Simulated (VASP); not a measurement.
Co: electric field gradients with PBE

Crystal: Co.

```
CELL_PARAMETERS angstrom
0.00000 1.78546 1.78546
1.78546 0.00000 1.78546
1.78546 1.78546 0.00000
ATOMIC_POSITIONS crystal
Co 0.00000 0.00000 0.00000
```

This isn't the form of Co at room conditions, which is hcp.

```json
{"Program": "VASP 6.6.1", "Task": "electric field gradients", "Functional": "PBE", "Potentials or basis": "VASP PAW PBE potentials, release 64 (Co)", "Cutoff": "520 eV", "k mesh": "18 × 18 × 18", "Occupations": "fermi-dirac, width 0.05 eV", "Spin": "collinear spin, ferromagnetic start", "Starting moments": "[2.0] μB", "Dipole correction": "no", "Further INCAR settings": "ALGO = Normal; EDIFF = 1e-08; NBANDS = 14"}
```

| Property | Result |
| --- | --- |
| Pressure | -8.7 GPa |
| Net moment | 1.66 μB per cell |
| Site moments | Co +1.69 μB |
| Largest electric field gradient by atom | zero within the noise of the run |
| Valence electrons inside the program's atomic spheres | Co 8.18 |

Levels at points of the mesh, in eV from the Fermi level:
Spin up:
```tsv
k point	band 1	band 2	band 3	band 4	band 5	band 6	band 7	band 8	band 9	band 10
(0.00, 0.00, 0.00)	-8.75	-2.67	-2.67	-2.67	-1.73	-1.73	22.62	26.60	26.60	26.60
(0.50, 0.00, 0.00)	-5.01	-2.80	-2.80	-0.88	-0.88	-0.27	5.69	21.20	24.01	24.01
(0.50, 0.50, 0.00)	-5.07	-4.47	-1.00	-0.63	-0.63	2.42	9.07	14.39	14.39	19.27
```
Spin down:
```csv
k point,band 1,band 2,band 3,band 4,band 5,band 6,band 7,band 8,band 9
"(0.00, 0.00, 0.00)",-8.75,-1.08,-1.08,-1.08,0.30,0.30,22.28,26.76,26.76
"(0.50, 0.00, 0.00)",-4.09,-1.07,-1.07,-0.33,1.05,1.05,6.70,20.88,24.32
"(0.50, 0.50, 0.00)",-3.85,-3.18,1.11,1.21,1.21,2.41,9.97,14.54,14.54
```

Run time: 93 s on 1 thread of Intel Xeon 8259CL (shared host), peak memory 0.17 GiB.

Caveat: the cell stands under tension.
